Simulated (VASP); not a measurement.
# Au (Cmcm) in VASP: a series of runs, part 2 of 2

VASP 6.6.1.

## (4) Single point, PBEsol

This run uses another cell than the first one, of 17.65 Å³/atom, 1.020 times its volume.

INCAR

```
SYSTEM = Au
ALGO = Normal
EDIFF = 1E-7
ENCUT = 520
GGA = PS
ISIF = 2
ISMEAR = -1
LASPH = .TRUE.
LCHARG = .FALSE.
LREAL = .FALSE.
LWAVE = .FALSE.
NBANDS = 18
NELM = 100
PREC = Accurate
SIGMA = 0.05
```

KPOINTS

```
k-points
0
G
  11 11 6
  0 0 0
```

POSCAR

```
Au
1.0
    1.4113099650     -2.5559330250      0.0000000000
    1.4113099650      2.5559330250      0.0000000000
    0.0000000000      0.0000000000      4.8931696100
Au
2
Direct
    0.3346720300      0.6653279700      0.2500000000
    0.6653279700      0.3346720300      0.7500000000
```

Potentials or basis: VASP PAW PBE potentials, release 64 (Au).

Started as:

```
> cat potpaw_PBE.64/Au/POTCAR > POTCAR
> mpirun -np 1 vasp_std > vasp.out
```

OUTCAR:

```text
SYSTEM = Au
   EDIFF = 1E-7
   ENCUT = 520
   GGA = PS
   ISIF = 2
   ISMEAR = -1
   LASPH = .TRUE.
   LREAL = .FALSE.
   NELM = 100
   PREC = Accurate

 ion  position               nearest neighbor table
   1  0.335  0.665  0.250-   2 2.95   2 2.95   2 2.95   2 2.95   2 2.97   2 2.97
   2  0.665  0.335  0.750-   1 2.95   1 2.95   1 2.95   1 2.95   1 2.97   1 2.97

  LATTYP: Found a base centered orthorhombic cell.
 ALAT       =     2.8226199300
 B/A-ratio  =     1.8110359088
 C/A-ratio  =     1.7335559627

  Lattice vectors:

 A1 = (   1.4113099650,  -2.5559330250,   0.0000000000)
 A2 = (   1.4113099650,   2.5559330250,   0.0000000000)
 A3 = (   0.0000000000,   0.0000000000,   4.8931696100)

Analysis of symmetry for initial positions (statically):
=====================================================================
 Subroutine PRICEL returns:
 Original cell was already a primitive cell.

 Routine SETGRP: Setting up the symmetry group for a
 base centered orthorhombic supercell.

 Subroutine GETGRP returns: Found  8 space group operations
 (whereof  4 operations were pure point group operations)
 out of a pool of  8 trial point group operations.

The static configuration has the point symmetry C_2h.
 The point group associated with its full space group is D_2h.

Analysis of symmetry for dynamics (positions and initial velocities):
=====================================================================
 Subroutine PRICEL returns:
 Original cell was already a primitive cell.

 Routine SETGRP: Setting up the symmetry group for a
 base centered orthorhombic supercell.

 Subroutine GETGRP returns: Found  8 space group operations
 (whereof  4 operations were pure point group operations)
 out of a pool of  8 trial point group operations.

The dynamic configuration has the point symmetry C_2h.
 The point group associated with its full space group is D_2h.

 Subroutine INISYM returns: Found  8 space group operations
[... 107 lines left out ...]
   PSTRESS=    0.0 pullay stress
   NELECT =      22.0000    total number of electrons
   NUPDOWN=      -1.0000    fix difference up-down
   EMIN   =  10.00;   EMAX   =-10.00  energy-range for DOS
   EFERMI =   0.00;   METHOD = LEGACY
   ISMEAR =    -1;   SIGMA  =   0.05  broadening in eV -4-tet -1-fermi 0-gaus
   EFERMI_NEDOS =   21; number of points for ismear=-14 and -15
   IALGO  =     38    algorithm
   IMIX   =      4    mixing-type and parameters
     AMIX     =   0.40;   BMIX     =  1.00
     AMIX_MAG =   1.60;   BMIX_MAG =  1.00
  volume/ion in A,a.u.               =      17.65       119.11
  Fermi-wavevector in a.u.,A,eV,Ry     =   1.398358  2.642513 26.604898  1.955405
  Thomas-Fermi vector in A             =   2.521524
   LORBIT       =      0    0 simple, 1 ext, 2 COOP (PROOUT), +10 PAW based schemes
   GGA     = PS    functional components
   LHFCALC =     F    Hartree Fock is set to
   AEXX    =    0.0000 exact exchange contribution
   IVDW    =     0    specifies the selected vdW correction
   LEPSILON=     F    determine dielectric tensor
   LRPA    =     F    only Hartree local field effects (RPA)
 non-spin polarized calculation
  energy-cutoff  :      520.00
  volume of cell :       35.30
 maximum number of plane-waves:       966
 NGX is ok and might be reduce to    24
   NGX = 11   NGY = 11   NGZ = 19

 number of electron      21.9999996 magnetization

 Free energy of the ion-electron system (eV)
  ---------------------------------------------------
  ext. energy  EPLUGINS =         0.00000000
  ---------------------------------------------------
  free energy    TOTEN  =        -7.80611590 eV

  energy without entropy =       -7.79865770  energy(sigma->0) =       -7.80238680

 E-fermi :   8.6342     XC(G=0): -12.6755

 val. band max:        8.6231781064   @ k =  -0.4545   0.1818   0.5000
 cond. band min:       8.6389647183   @ k =   0.1818   0.1818   0.3333
 fundamental gap:      0.0157866119
 Fermi energy:         8.6342314336

 k-point     1 :       0.0000    0.0000    0.0000
  band No.  band energies     occupation
      1      -0.8534      2.00000
      2       1.5601      2.00000
      3       3.9596      2.00000
      4       4.0194      2.00000
      5       4.3521      2.00000
      6       4.5975      2.00000
[... 481 lines left out ...]
      5       4.3394      2.00000
      6       4.7093      2.00000
[... 10 lines left out ...]
     17      25.1964      0.00000
     18      25.4646      0.00000

 [... further k-points ...]
[... 5 lines left out ...]
  --------------------------------------------------------------------------------------
  -------------------------------------------------------------------------------------
  Total       -0.6420002     -1.5384055     -1.4525238      0.0000000      0.0000000      0.0000000
  in kB      -29.1375883    -69.8215152    -65.9237166      0.0000000      0.0000000      0.0000000
  external PRESSURE =     -54.9609400 kB  Pullay stress =       0.0000000 kB

 VOLUME and BASIS-vectors are now :
 -----------------------------------------------------------------------------
  energy-cutoff  :      520.00
  volume of cell :       35.30
      direct lattice vectors                 reciprocal lattice vectors
     1.411309965 -2.555933025  0.000000000     0.354280783 -0.195623279  0.000000000
     1.411309965  2.555933025  0.000000000     0.354280783  0.195623279  0.000000000
     0.000000000  0.000000000  4.893169610     0.000000000  0.000000000  0.204366511

 POSITION                                       TOTAL-FORCE (eV/Angst)
 -----------------------------------------------------------------------------------
      1.41131      0.84513      1.22329         0.000000     -0.020206     -0.000000
      1.41131     -0.84513      3.66988         0.000000      0.020206      0.000000
 -----------------------------------------------------------------------------------
    total drift:                               -0.000000     -0.000000     -0.000000

  FREE ENERGIE OF THE ION-ELECTRON SYSTEM (eV)
  ---------------------------------------------------
  free  energy   TOTEN  =        -7.8061159006 eV

  energy  without entropy=       -7.7986576987  energy(sigma->0) =       -7.80238680
```

stdout:

```text
POSCAR found type information on POSCAR Au
 POSCAR found :  1 types and       2 ions
 scaLAPACK will be used
 -----------------------------------------------------------------------------
|                                                                             |
|                                                                             |
|     You enforced a specific xc type in the INCAR file but a different       |
|     I HOPE YOU KNOW WHAT YOU ARE DOING!                                     |
|                                                                             |
 -----------------------------------------------------------------------------

 LDA part: xc-table for (Slater+PW92), standard interpolation
 POSCAR, INCAR and KPOINTS ok, starting setup
 FFT: planning ... GRIDC
 FFT: planning ... GRID_SOFT
 FFT: planning ... GRID
 WAVECAR not read
 entering main loop
```

Wall time 75 s (1 thread of Intel Xeon Platinum 8175M at 2.50GHz (Skylake/Cascade Lake), shared host); peak memory 0.21 GiB.

What came out:

```
Free energy            : -7.8061 eV
Pressure               : -5.5 GPa
Largest force          : 0.020 eV/Å
Band gap on the k mesh : zero (band 11 reaches 12.35 eV, above the bottom of band 12 at 6.19 eV)
```

Forces on the atoms (eV/Å):
```
Au   0.000 -0.020  0.000
Au   0.000  0.020  0.000
```

Stress tensor (GPa, compression positive):
```
-2.91  0.00  0.00
 0.00 -6.98  0.00
 0.00  0.00 -6.59
```

Caveat: the PAW data sets were made with another functional, which shifts forces and pressure a little; spin-orbit coupling is left out, which moves the levels of the heavy elements.

## (5) Single point, LDA (volume scaled by 1.02)

INCAR

```
SYSTEM = Au
PREC     = Accurate       ! precision mode
ENCUT    = 520            ! plane-wave cutoff, eV
EDIFF    = 1E-6           ! SCF threshold, eV
ISMEAR   = -1             ! smearing method
SIGMA    = 0.05           ! smearing width, eV
LREAL    = .False.        ! projectors in reciprocal space
LASPH    = .True.         ! aspherical terms in the spheres
NELM     = 60             ! most SCF steps
ALGO     = Normal         ! electronic algorithm
ISIF     = 2              ! what is computed and relaxed
LWAVE    = .False.        ! write WAVECAR
LCHARG   = .False.        ! write CHGCAR
NBANDS   = 18             ! bands
```

KPOINTS

```
regular mesh
0
Gamma
  11 11 6
  0 0 0
```

POSCAR

```
Au
1.0
    1.4206566610     -2.5728602271      0.0000000000
    1.4206566610      2.5728602271      0.0000000000
    0.0000000000      0.0000000000      4.9255756512
Au
2
Direct
    0.3346720300      0.6653279700      0.2500000000
    0.6653279700      0.3346720300      0.7500000000
```

Potentials or basis: VASP PAW LDA potentials, release 64 (Au).

Started as:

```
> cat potpaw_LDA.64/Au/POTCAR > POTCAR
> mpirun -np 1 vasp_std > vasp.out
```

OUTCAR:

```text
SYSTEM = Au
   PREC = Accurate
   ENCUT = 520
   EDIFF = 1E-6
   ISMEAR = -1
   LREAL = .False.
   LASPH = .True.
   NELM = 60
   ISIF = 2

 ion  position               nearest neighbor table
   1  0.335  0.665  0.250-   2 2.97   2 2.97   2 2.97   2 2.97   2 2.99   2 2.99
   2  0.665  0.335  0.750-   1 2.97   1 2.97   1 2.97   1 2.97   1 2.99   1 2.99

  LATTYP: Found a base centered orthorhombic cell.
 ALAT       =     2.8413133220
 B/A-ratio  =     1.8110359088
 C/A-ratio  =     1.7335559627

  Lattice vectors:

 A1 = (   1.4206566610,  -2.5728602271,   0.0000000000)
 A2 = (   1.4206566610,   2.5728602271,   0.0000000000)
 A3 = (   0.0000000000,   0.0000000000,   4.9255756512)

Analysis of symmetry for initial positions (statically):
=====================================================================
 Subroutine PRICEL returns:
 Original cell was already a primitive cell.

 Routine SETGRP: Setting up the symmetry group for a
 base centered orthorhombic supercell.

 Subroutine GETGRP returns: Found  8 space group operations
 (whereof  4 operations were pure point group operations)
 out of a pool of  8 trial point group operations.

The static configuration has the point symmetry C_2h.
[... 163 lines left out ...]
 E-fermi :   8.3085     XC(G=0): -12.6651

 val. band max:        8.3040746158   @ k =   0.1818   0.1818   0.3333
 cond. band min:       8.3355029812   @ k =  -0.3636   0.0909   0.3333
 fundamental gap:      0.0314283654
 Fermi energy:         8.3084873917

 k-point     1 :       0.0000    0.0000    0.0000
  band No.  band energies     occupation
      1      -0.9687      2.00000
      2       1.3917      2.00000
      3       3.7171      2.00000
      4       3.7762      2.00000
      5       4.0971      2.00000
      6       4.3389      2.00000
[... 481 lines left out ...]
      5       4.1076      2.00000
      6       4.4465      2.00000
[... 10 lines left out ...]
     17      24.8097      0.00000
     18      25.0858      0.00000

 [... further k-points ...]

------------------------ aborting loop because EDIFF is reached ----------------------------------------

  FORCE on cell =-STRESS in cart. coord.  units (eV):
  Direction    XX          YY          ZZ          XY          YZ          ZX
  --------------------------------------------------------------------------------------
  -------------------------------------------------------------------------------------
  Total       -2.1956074     -2.9523096     -2.7785808      0.0000000      0.0000000      0.0000000
  in kB      -97.6951382   -131.3651493   -123.6349626      0.0000000      0.0000000      0.0000000
  external PRESSURE =    -117.5650834 kB  Pullay stress =       0.0000000 kB

 VOLUME and BASIS-vectors are now :
 -----------------------------------------------------------------------------
  energy-cutoff  :      520.00
  volume of cell :       36.01
      direct lattice vectors                 reciprocal lattice vectors
     1.420656661 -2.572860227  0.000000000     0.351949921 -0.194336247  0.000000000
     1.420656661  2.572860227  0.000000000     0.351949921  0.194336247  0.000000000
     0.000000000  0.000000000  4.925575651     0.000000000  0.000000000  0.203021955

 POSITION                                       TOTAL-FORCE (eV/Angst)
 -----------------------------------------------------------------------------------
      1.42066      0.85073      1.23139         0.000000     -0.007278     -0.000000
      1.42066     -0.85073      3.69418         0.000000      0.007278      0.000000
 -----------------------------------------------------------------------------------
    total drift:                               -0.000000     -0.000000     -0.000000

  FREE ENERGIE OF THE ION-ELECTRON SYSTEM (eV)
  ---------------------------------------------------
  free  energy   TOTEN  =        -8.7640670387 eV

  energy  without entropy=       -8.7566423394  energy(sigma->0) =       -8.76035469
```

OSZICAR:

```text
N       E                     dE             d eps       ncg     rms          rms(c)
DAV:   1     0.120540603780E+03    0.12054E+03   -0.11643E+04  5192   0.118E+03
DAV:   2    -0.730017067097E+01   -0.12784E+03   -0.12161E+03  5456   0.258E+02
DAV:   3    -0.941157143139E+01   -0.21114E+01   -0.20978E+01  6084   0.335E+01
DAV:   4    -0.942041008446E+01   -0.88387E-02   -0.88374E-02  5754   0.229E+00
DAV:   5    -0.942048975742E+01   -0.79673E-04   -0.79672E-04  5768   0.231E-01    0.115E+01
DAV:   6    -0.880498004313E+01    0.61551E+00   -0.12352E+00  5332   0.997E+00    0.738E+00
DAV:   7    -0.876950440742E+01    0.35476E-01   -0.77227E-02  5746   0.241E+00    0.344E+00
DAV:   8    -0.876406897143E+01    0.54354E-02   -0.56921E-03  5490   0.661E-01    0.324E-01
DAV:   9    -0.876406483844E+01    0.41330E-05   -0.26527E-05  5806   0.463E-02    0.152E-02
DAV:  10    -0.876406703936E+01   -0.22009E-05   -0.16843E-06  4664   0.116E-02    0.412E-03
DAV:  11    -0.876406703873E+01    0.62073E-09   -0.14070E-07  2786   0.307E-03
   1 F= -.87640670E+01 E0= -.87603547E+01  d E =-.742470E-02
```

stdout:

```text
POSCAR found type information on POSCAR Au
 POSCAR found :  1 types and       2 ions
 scaLAPACK will be used
 LDA part: xc-table for (Slater(with rela. corr.)+CA(PZ))
 , standard interpolation
 POSCAR, INCAR and KPOINTS ok, starting setup
 FFT: planning ... GRIDC
 FFT: planning ... GRID_SOFT
 FFT: planning ... GRID
 WAVECAR not read
 entering main loop
```

Run time: 72 s. Hardware: 1 thread of Intel Xeon Platinum 8175M at 2.50GHz (Skylake/Cascade Lake), shared host; peak memory 0.2 GiB.

What came out:

* Free energy: -8.7641 eV
* Pressure: -11.8 GPa
* Largest force: 0.007 eV/Å
* Band gap on the k mesh: zero (band 11 reaches 11.96 eV, above the bottom of band 12 at 5.88 eV)

Forces on the atoms (eV/Å):
```
Au   0.000 -0.007  0.000
Au   0.000  0.007  0.000
```

Stress tensor (GPa, compression positive):
```
 -9.77   0.00   0.00
  0.00 -13.14   0.00
  0.00   0.00 -12.36
```

Caveat: the cell differs from its parent crystal (volume scaled by 1.02); spin-orbit coupling is left out, which moves the levels of the heavy elements.

## (6) The runs side by side

```csv
level,potentials or basis,cell,gap on the mesh (eV),pressure (GPa),largest force (eV/Å)
PBEsol,"VASP PAW PBE potentials, release 64 (Au)","a = 2.900, b = 2.900, c = 4.860 Å, angles 90.0, 90.0, 122.2°, 2 atoms",none,-2.5,0.03
LDA,"VASP PAW LDA potentials, release 64 (Au)","a = 2.920, b = 2.920, c = 4.893 Å, angles 90.0, 90.0, 122.2°, 2 atoms",none,-9.3,0.01
PBEsol,"VASP PAW PBE potentials, release 64 (Au)","a = 2.920, b = 2.920, c = 4.893 Å, angles 90.0, 90.0, 122.2°, 2 atoms",none,-5.5,0.02
LDA,"VASP PAW LDA potentials, release 64 (Au)","a = 2.939, b = 2.939, c = 4.926 Å, angles 90.0, 90.0, 122.2°, 2 atoms",none,-11.8,0.01
```

Alike in all rows: task single point; no spin polarisation; k mesh 11 × 11 × 6; cutoff (eV) 520; smearing fermi-dirac 0.05 eV.

Caveats: spin-orbit coupling is left out, which moves the levels of the heavy elements; the PAW data sets were made with another functional, which shifts forces and pressure a little (some runs).

Total energies depend on the potentials used, so only differences within one code and one set of settings carry meaning.
